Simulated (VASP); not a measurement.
Input of a VASP 6.6.1 run:

File INCAR:

```
SYSTEM = Pt
PREC     = Accurate       ! precision mode
ENCUT    = 600            ! plane-wave cutoff, eV
EDIFF    = 1E-7           ! SCF threshold, eV
ISMEAR   = 0              ! smearing method
SIGMA    = 0.1            ! smearing width, eV
LREAL    = .False.        ! projectors in reciprocal space
LASPH    = .True.         ! aspherical terms in the spheres
NELM     = 80             ! most SCF steps
ALGO     = Fast           ! electronic algorithm
ISIF     = 3              ! what is computed and relaxed
LWAVE    = .False.        ! write WAVECAR
LCHARG   = .False.        ! write CHGCAR
GGA      = PS             ! functional
IBRION   = 2              ! ionic algorithm
NSW      = 70             ! ionic steps
EDIFFG   = -0.008         ! ionic threshold
PSTRESS  = 100.0
```

The input KPOINTS:

```
regular mesh
0
Gamma
  18 18 18
  0 0 0
```

Contents of POSCAR:

```
Pt
1.0
    0.0000000000      1.9379342263      1.9379342263
    1.9379342263      0.0000000000      1.9379342263
    1.9379342263      1.9379342263      0.0000000000
Pt
1
Direct
    0.0000000000      0.0000000000      0.0000000000
```

Potentials or basis: VASP PAW PBE potentials, release 64 (Pt).

Launch:

```console
$ cat potpaw_PBE.64/Pt/POTCAR > POTCAR
$ mpirun -np 1 vasp_std > vasp.out
```

Q: Predict the relaxed volume.

A: 14.55 Å³/atom.

Q: Predict the space group after relaxing (to 0.05 Å).

A: Fm-3m (No. 225).

Q: Predict the relaxed cell.

A: a = 2.740 Å, b = 2.740 Å, c = 2.740 Å, α = 60.00°, β = 60.00°, γ = 60.00°.

The path:
| step | energy change (eV) | largest force (eV/Å) | pressure (GPa) | volume (Å³) |
| --- | --- | --- | --- | --- |
| 1 | 0.0000 | 0.0000 | 9.90 | 14.56 |
| 2 | 0.0012 | 0.0000 | 10.30 | 14.54 |
| 3 | 0.0004 | 0.0000 | 10.01 | 14.55 |

Caveat: the cell is relaxed towards a set pressure, so the enthalpy falls and the energy may rise; the PAW data sets were made with another functional, which shifts forces and pressure a little.
